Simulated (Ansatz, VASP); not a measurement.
## Two plane-wave programs on PbO

```
Pb O
1.0
     3.98998    0.00000    0.00000
     0.00000    3.98998    0.00000
     0.00000    0.00000    5.05312
Pb O
2 2
Direct
  0.00000 0.50000 0.23416
  0.50000 0.00000 0.76584
  0.50000 0.50000 0.00000
  0.00000 0.00000 0.00000
```

Alike in both runs: functional PBEsol; k mesh 8 × 8 × 6; occupations gaussian, width 0.02 eV; no spin polarisation.

Ansatz relaxed the structure, and its values are those at the end. VASP's run is a single point on that final structure, the one shown.

```csv
,VASP,Ansatz
version,VASP 6.6.1,Ansatz 0.2.0
potentials or method,"VASP PAW PBE potentials, release 64 (Pb_d, O), cutoff 520 eV","scalar-relativistic, plane waves, PAW"
valence electrons in the cell,40,40
```

```csv
,VASP,Ansatz,Ansatz less VASP
gap on the k mesh at the Fermi level (eV),1.22,1.22,-0.006
least direct gap on the mesh (eV),2.21,2.22,+0.016
pressure (GPa),0.1,0.0,-0.09
rms of the force components (eV/Å),0.017,0.002,-0.0150
```

VASP's potentials were made for PBE, not for PBEsol. The functional is the same, so the differences come from potentials, cutoffs and numerics.

Spin-orbit coupling is off throughout.
